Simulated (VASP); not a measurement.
Wanted: the native input for a VASP 6.6.1 run.

```yaml
Task: single point
Functional: r2SCAN
Potentials_or_basis: VASP PAW PBE potentials, release 64 (Sn_d, O)
Cutoff: 520 eV
k_mesh: 4 × 4 × 4
Occupations: gaussian, width 0.1 eV
Spin: no spin polarisation
Dipole_correction: no
Further_INCAR_settings: ALGO = Normal; EDIFF = 1e-06; NBANDS = 64
```

SnO2:

```xyz
12
Lattice="5.1753 0.0000 0.0000 0.0000 5.1753 0.0000 0.0000 0.0000 5.1753" Properties=species:S:1:pos:R:3 pbc="T T T"
Sn    0.0000    2.5876    2.5876
Sn    2.5876    2.5876    0.0000
Sn    2.5876    0.0000    2.5876
Sn    0.0000    0.0000    0.0000
O     1.7539    0.8337    4.3415
O     0.8337    4.3415    1.7539
O     4.3415    1.7539    0.8337
O     3.4214    3.4214    3.4214
O     1.7539    1.7539    1.7539
O     0.8337    3.4214    4.3415
O     4.3415    0.8337    3.4214
O     3.4214    4.3415    0.8337
```

These files were run (other wordings do the same):

POSCAR

```
SnO2
1.0
    5.1752560000      0.0000000000      0.0000000000
    0.0000000000      5.1752560000      0.0000000000
    0.0000000000      0.0000000000      5.1752560000
Sn O
4 8
Direct
    0.0000000000      0.5000000000      0.5000000000
    0.5000000000      0.5000000000      0.0000000000
    0.5000000000      0.0000000000      0.5000000000
    0.0000000000      0.0000000000      0.0000000000
    0.3389020000      0.1610980000      0.8389020000
    0.1610980000      0.8389020000      0.3389020000
    0.8389020000      0.3389020000      0.1610980000
    0.6610980000      0.6610980000      0.6610980000
    0.3389020000      0.3389020000      0.3389020000
    0.1610980000      0.6610980000      0.8389020000
    0.8389020000      0.1610980000      0.6610980000
    0.6610980000      0.8389020000      0.1610980000
```

INCAR.step1

```
SYSTEM = SnO2
PREC = Accurate
ENCUT = 520
ISMEAR = 0
SIGMA = 0.1
LREAL = .False.
LASPH = .True.
NELM = 80
NBANDS = 64
GGA = PE
ALGO = Normal
EDIFF = 1E-4
LWAVE = .True.
LCHARG = .False.
```

INCAR.step2

```
SYSTEM = SnO2
PREC = Accurate
ENCUT = 520
EDIFF = 1E-6
ISMEAR = 0
SIGMA = 0.1
LREAL = .False.
LASPH = .True.
NELM = 80
ALGO = Normal
ISIF = 2
LWAVE = .False.
LCHARG = .False.
METAGGA = R2SCAN
LMIXTAU = .True.
NBANDS = 64
ISTART = 1
```

KPOINTS

```
regular mesh
0
Gamma
  4 4 4
  0 0 0
```

Potentials or basis: VASP PAW PBE potentials, release 64 (Sn_d, O).

Run with:

```bash
$ cat potpaw_PBE.64/Sn_d/POTCAR potpaw_PBE.64/O/POTCAR > POTCAR
$ cp INCAR.step1 INCAR
$ mpirun -np 1 vasp_std > vasp.out
$ cp INCAR.step2 INCAR
$ mpirun -np 1 vasp_std > vasp.out
```

Results of the run:

* Pressure: -8.1 GPa
* Largest force: 0.011 eV/Å
* Band gap on the k mesh: 1.15 eV (least direct gap 1.20 eV)

Caveat: the cell stands under tension; the PAW data sets were made with another functional, which shifts forces and pressure a little; spin-orbit coupling is left out, which moves the levels of the heavy elements.

Wall time 5.8 min on 1 thread of Intel Xeon 8259CL, on a shared host, peak memory 0.29 GiB.
